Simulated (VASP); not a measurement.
# MgO (rock salt) (Fm-3m) in VASP: a series of runs

The runs below take MgO (rock salt) through single point, with PBE.

Program: VASP 6.6.1. These are calculated values, not measurements. Logs are shortened: lines on timing, memory, paths and dates and some standing lists are left out, and cuts for length are marked.

### Step 1. The cell of the first run

The structure is cubic, space group Fm-3m (No. 225). Conventional cell: a = 3.551 Å, b = 3.551 Å, c = 3.551 Å, α = 90.00°, β = 90.00°, γ = 90.00°. Within 2.4 Å of Mg (site symmetry m-3m) lie 6 O at 1.78 Å. Within 2.4 Å of O (site symmetry m-3m) lie 6 Mg at 1.78 Å.

### Step 2. Single point, PBE (volume scaled by 0.6)

File INCAR:

```
SYSTEM = MgO
PREC = Accurate
ENCUT = 600
EDIFF = 1E-6
ISMEAR = 0
SIGMA = 0.01
LREAL = .False.
LASPH = .True.
NELM = 120
ALGO = Normal
ISIF = 2
LWAVE = .False.
LCHARG = .False.
GGA = PE
NBANDS = 11
GGA_COMPAT = .False.
```

File KPOINTS:

```
regular mesh
0
Gamma
  10 10 10
  0 0 0
```

File POSCAR:

```
MgO
1.0
    0.0000000000      1.7754257605      1.7754257605
    1.7754257605      0.0000000000      1.7754257605
    1.7754257605      1.7754257605      0.0000000000
Mg O
1 1
Direct
    0.0000000000      0.0000000000      0.0000000000
    0.5000000000      0.5000000000      0.5000000000
```

Potentials or basis: VASP PAW PBE potentials, release 64 (Mg, O).

Started as:

```
> cat potpaw_PBE.64/Mg/POTCAR potpaw_PBE.64/O/POTCAR > POTCAR
> mpirun -np 1 vasp_std > vasp.out
```

OUTCAR:

```text
SYSTEM = MgO
   PREC = Accurate
   ENCUT = 600
   EDIFF = 1E-6
   ISMEAR = 0
   LREAL = .False.
   LASPH = .True.
   NELM = 120
   ISIF = 2
   GGA = PE

 ion  position               nearest neighbor table
   1  0.000  0.000  0.000-   2 1.78   2 1.78   2 1.78   2 1.78   2 1.78   2 1.78
   2  0.500  0.500  0.500-   1 1.78   1 1.78   1 1.78   1 1.78   1 1.78   1 1.78

  LATTYP: Found a face centered cubic cell.
 ALAT       =     3.5508515210

  Lattice vectors:

 A1 = (   0.0000000000,   1.7754257605,   1.7754257605)
 A2 = (   1.7754257605,   0.0000000000,   1.7754257605)
 A3 = (   1.7754257605,   1.7754257605,   0.0000000000)

Analysis of symmetry for initial positions (statically):
=====================================================================
 Subroutine PRICEL returns:
 Original cell was already a primitive cell.

 Routine SETGRP: Setting up the symmetry group for a
 face centered cubic supercell.

 Subroutine GETGRP returns: Found 48 space group operations
 (whereof 48 operations were pure point group operations)
 out of a pool of 48 trial point group operations.

The static configuration has the point symmetry O_h .

Analysis of symmetry for dynamics (positions and initial velocities):
=====================================================================
 Subroutine PRICEL returns:
 Original cell was already a primitive cell.

 Routine SETGRP: Setting up the symmetry group for a
 face centered cubic supercell.

 Subroutine GETGRP returns: Found 48 space group operations
 (whereof 48 operations were pure point group operations)
 out of a pool of 48 trial point group operations.

The dynamic configuration has the point symmetry O_h .

 Subroutine INISYM returns: Found 48 space group operations
 (whereof 48 operations are pure point group operations),
 and found     1 'primitive' translations

----------------------------------------------------------------------------------------

                                     Primitive cell

  volume of cell :      11.1928

  direct lattice vectors                    reciprocal lattice vectors
     0.000000000  1.775425760  1.775425760    -0.281622589  0.281622589  0.281622589
     1.775425760  0.000000000  1.775425760     0.281622589 -0.281622589  0.281622589
     1.775425760  1.775425760  0.000000000     0.281622589  0.281622589 -0.281622589

  length of vectors
     2.510831189  2.510831189  2.510831189     0.487784633  0.487784633  0.487784633

  position of ions in fractional coordinates (direct lattice)
     0.000000000  0.000000000  0.000000000
     0.500000000  0.500000000  0.500000000

  ion indices of the primitive-cell ions
   primitive index   ion index
                 1           1
                 2           2

----------------------------------------------------------------------------------------

 KPOINTS: regular mesh

Automatic generation of k-mesh.
 Grid dimensions read from file:
 generate k-points for:   10   10   10

 Generating k-lattice:

  Cartesian coordinates                     Fractional coordinates (reciprocal lattice)
    -0.028162259  0.028162259  0.028162259     0.100000000  0.000000000  0.000000000
     0.028162259 -0.028162259  0.028162259     0.000000000  0.100000000  0.000000000
     0.028162259  0.028162259 -0.028162259     0.000000000  0.000000000  0.100000000

  Length of vectors
     0.048778463  0.048778463  0.048778463

  Shift w.r.t. Gamma in fractional coordinates (k-lattice)
     0.000000000  0.000000000  0.000000000

 Subroutine IBZKPT returns following result:
 ===========================================

 Found     47 irreducible k-points:

 Following reciprocal coordinates:
            Coordinates               Weight
  0.000000  0.000000  0.000000      1.000000
  0.100000  0.000000  0.000000      8.000000
  0.200000  0.000000  0.000000      8.000000
  0.300000  0.000000  0.000000      8.000000
  0.400000  0.000000  0.000000      8.000000
  0.500000  0.000000  0.000000      4.000000
[... 16 lines left out ...]
  0.300000  0.300000  0.000000      6.000000
  0.400000  0.300000  0.000000     24.000000
 [... further k-points ...]
   k-points           NKPTS =     47   k-points in BZ     NKDIM =     47   number of bands    NBANDS=     11
   number of dos      NEDOS =    301   number of ions     NIONS =      2
   total plane-waves  NPLWV =   8000
   dimension x,y,z NGX =    20 NGY =   20 NGZ =   20
   dimension x,y,z NGXF=    40 NGYF=   40 NGZF=   40
   ions per type =               1   1
   NGX,Y,Z   is equivalent  to a cutoff of  13.24, 13.24, 13.24 a.u.
   NGXF,Y,Z  is equivalent  to a cutoff of  26.48, 26.48, 26.48 a.u.
 SYSTEM =  MgO
   PREC   = accura    normal or accurate (medium, high low for compatibility)
   ISTART =      0    job   : 0-new  1-cont  2-samecut
   ICHARG =      2    charge: 1-file 2-atom 10-const
   ISPIN  =      1    spin polarized calculation?
   LNONCOLLINEAR =      F non collinear calculations
   LSORBIT =      F    spin-orbit coupling
   LASPH  =      T    aspherical Exc in radial PAW
   ENCUT  =  600.0 eV  44.10 Ry    6.64 a.u.   5.01  5.01  5.01*2*pi/ulx,y,z
   NELM   =    120;   NELMIN=  2; NELMDL= -5     # of ELM steps
   EDIFF  = 0.1E-05   stopping-criterion for ELM
   LREAL  =      F    real-space projection
   EDIFFG = 0.1E-04   stopping-criterion for IOM
   NSW    =      0    number of steps for IOM
   IBRION =     -1    ionic relax: 0-MD 1-quasi-New 2-CG
   NFREE  =      0    steps in history (QN), initial steepest desc. (CG)
   ISIF   =      2    stress and relaxation
   ISYM   =      2    0-nonsym 1-usesym 2-fastsym
   POTIM  = 0.5000    time-step for ionic-motion
   TEBEG  =    0.0;   TEEND  =   0.0 temperature during run
   PSTRESS=    0.0 pullay stress
   NELECT =       8.0000    total number of electrons
   NUPDOWN=      -1.0000    fix difference up-down
   EMIN   =  10.00;   EMAX   =-10.00  energy-range for DOS
   EFERMI =   0.00;   METHOD = LEGACY
   ISMEAR =     0;   SIGMA  =   0.01  broadening in eV -4-tet -1-fermi 0-gaus
   EFERMI_NEDOS =   21; number of points for ismear=-14 and -15
   IALGO  =     38    algorithm
   IMIX   =      4    mixing-type and parameters
     AMIX     =   0.40;   BMIX     =  1.00
     AMIX_MAG =   1.60;   BMIX_MAG =  1.00
  volume/ion in A,a.u.               =       5.60        37.77
  Fermi-wavevector in a.u.,A,eV,Ry     =   1.463723  2.766036 29.150289  2.142486
  Thomas-Fermi vector in A             =   2.579784
   LORBIT       =      0    0 simple, 1 ext, 2 COOP (PROOUT), +10 PAW based schemes
   GGA     = PE    functional components
   LHFCALC =     F    Hartree Fock is set to
   AEXX    =    0.0000 exact exchange contribution
   IVDW    =     0    specifies the selected vdW correction
   LEPSILON=     F    determine dielectric tensor
   LRPA    =     F    only Hartree local field effects (RPA)
 non-spin polarized calculation
 Gauss-broadening in eV      SIGMA  =   0.01
  energy-cutoff  :      600.00
  volume of cell :       11.19
 maximum number of plane-waves:       388
   NGX =  9   NGY =  9   NGZ =  9

 number of electron       8.0000004 magnetization

 Free energy of the ion-electron system (eV)
  ---------------------------------------------------
  ext. energy  EPLUGINS =         0.00000000
  ---------------------------------------------------
  free energy    TOTEN  =        -7.99672268 eV

  energy without entropy =       -7.99672268  energy(sigma->0) =       -7.99672268

 E-fermi :   8.3639     XC(G=0): -13.7733

 val. band max:        8.3175428501   @ k =   0.0000   0.0000   0.0000
 cond. band min:      17.3924605656   @ k =   0.5000   0.5000   0.0000
 fundamental gap:      9.0749177156
 Fermi energy:         8.3639336183

 k-point     1 :       0.0000    0.0000    0.0000
  band No.  band energies     occupation
      1     -12.4276      2.00000
      2       8.3175      2.00000
      3       8.3175      2.00000
      4       8.3175      2.00000
      5      19.8747      0.00000
      6      26.8180      0.00000
      7      26.8180      0.00000
      8      26.8180      0.00000
      9      32.3394      0.00000
     10      34.8722      0.00000
     11      34.8722      0.00000

 k-point     2 :       0.1000    0.0000    0.0000
  band No.  band energies     occupation
      1     -12.2002      2.00000
      2       7.5061      2.00000
      3       8.1499      2.00000
      4       8.1499      2.00000
      5      20.4144      0.00000
      6      25.3973      0.00000
      7      27.2768      0.00000
      8      27.2768      0.00000
      9      34.7415      0.00000
     10      34.7415      0.00000
     11      34.9402      0.00000

 k-point     3 :       0.2000    0.0000    0.0000
  band No.  band energies     occupation
      1     -11.5571      2.00000
      2       5.5816      2.00000
      3       7.7342      2.00000
      4       7.7342      2.00000
      5      21.0553      0.00000
      6      24.4096      0.00000
      7      28.4526      0.00000
      8      28.4526      0.00000
      9      34.6610      0.00000
     10      34.6610      0.00000
     11      39.1547      0.00000

 k-point     4 :       0.3000    0.0000    0.0000
  band No.  band energies     occupation
      1     -10.6332      2.00000
      2       3.3751      2.00000
      3       7.2583      2.00000
      4       7.2583      2.00000
      5      20.6023      0.00000
      6      25.4529      0.00000
      7      29.7195      0.00000
      8      29.7195      0.00000
      9      35.2905      0.00000
     10      35.2905      0.00000
     11      40.0864      0.00000

 k-point     5 :       0.4000    0.0000    0.0000
  band No.  band energies     occupation
      1      -9.7191      2.00000
      2       1.5784      2.00000
      3       6.8985      2.00000
      4       6.8985      2.00000
      5      20.1072      0.00000
      6      26.7909      0.00000
      7      30.4058      0.00000
      8      30.4058      0.00000
      9      36.8981      0.00000
     10      36.8981      0.00000
     11      39.3229      0.00000
[... 211 lines left out ...]
 k-point    21 :      -0.3000    0.2000    0.0000
  band No.  band energies     occupation
      1      -9.6065      2.00000
      2       2.5513      2.00000
      3       5.1458      2.00000
      4       6.8098      2.00000
      5      22.3153      0.00000
      6      24.4488      0.00000
      7      29.6914      0.00000
      8      32.1246      0.00000
      9      34.2300      0.00000
     10      36.8270      0.00000
     11      43.9955      0.00000

 k-point    22 :      -0.2000    0.2000    0.0000
  band No.  band energies     occupation
      1     -10.3844      2.00000
      2       3.7023      2.00000
      3       5.9216      2.00000
      4       7.1777      2.00000
      5      22.9547      0.00000
      6      22.9647      0.00000
      7      30.0037      0.00000
      8      30.6115      0.00000
      9      33.3896      0.00000
     10      36.3890      0.00000
     11      43.7187      0.00000

 k-point    23 :       0.3000    0.3000    0.0000
  band No.  band energies     occupation
      1     -10.2652      2.00000
      2       3.4929      2.00000
      3       6.7409      2.00000
      4       6.7409      2.00000
      5      19.2454      0.00000
      6      24.0865      0.00000
      7      29.5300      0.00000
      8      33.1314      0.00000
      9      33.1314      0.00000
     10      38.6477      0.00000
     11      47.5047      0.00000

 k-point    24 :       0.4000    0.3000    0.0000
  band No.  band energies     occupation
      1      -9.6888      2.00000
      2       2.7233      2.00000
      3       6.0922      2.00000
      4       6.4852      2.00000
      5      19.0371      0.00000
      6      24.9220      0.00000
      7      28.5066      0.00000
      8      34.1593      0.00000
      9      34.5491      0.00000
     10      40.1119      0.00000
     11      47.4643      0.00000

 [... further k-points ...]
[... 5 lines left out ...]
  --------------------------------------------------------------------------------------
  -------------------------------------------------------------------------------------
  Total       17.5331094     17.5331094     17.5331094     -0.0000000     -0.0000000     -0.0000000
  in kB     2509.7587554   2509.7587554   2509.7587554     -0.0000000     -0.0000000     -0.0000000
  external PRESSURE =    2509.7587554 kB  Pullay stress =       0.0000000 kB

 VOLUME and BASIS-vectors are now :
 -----------------------------------------------------------------------------
  energy-cutoff  :      600.00
  volume of cell :       11.19
      direct lattice vectors                 reciprocal lattice vectors
     0.000000000  1.775425760  1.775425760    -0.281622589  0.281622589  0.281622589
     1.775425760  0.000000000  1.775425760     0.281622589 -0.281622589  0.281622589
     1.775425760  1.775425760  0.000000000     0.281622589  0.281622589 -0.281622589

 POSITION                                       TOTAL-FORCE (eV/Angst)
 -----------------------------------------------------------------------------------
      0.00000      0.00000      0.00000         0.000000     -0.000000     -0.000000
      1.77543      1.77543      1.77543        -0.000000      0.000000      0.000000
 -----------------------------------------------------------------------------------
    total drift:                                0.000000      0.000000      0.000000

  FREE ENERGIE OF THE ION-ELECTRON SYSTEM (eV)
  ---------------------------------------------------
  free  energy   TOTEN  =        -7.9967226811 eV

  energy  without entropy=       -7.9967226811  energy(sigma->0) =       -7.99672268
```

Wall time 12 s (1 thread of Intel Xeon 8259CL, shared host); peak memory 0.13 GiB.

What came out:

```yaml
Free_energy: -7.9967 eV
Pressure: 251.0 GPa
Band_gap_on_the_k_mesh: 9.07 eV, indirect (least direct gap 11.25 eV)
```

Levels at points of the mesh, in eV from the valence-band top:
| k point | band 2 | band 3 | band 4 | band 5 | band 6 | band 7 |
| --- | --- | --- | --- | --- | --- | --- |
| (0.00, 0.00, 0.00) | 0.00 | 0.00 | 0.00 | 11.56 | 18.50 | 18.50 |
| (0.50, 0.00, 0.00) | -7.46 | -1.55 | -1.55 | 11.62 | 19.02 | 22.26 |
| (0.50, 0.50, 0.00) | -6.54 | -2.18 | -2.18 | 9.07 | 16.95 | 19.64 |

 A k mesh can miss the band edges.

(Continued in part 2 of 2.)
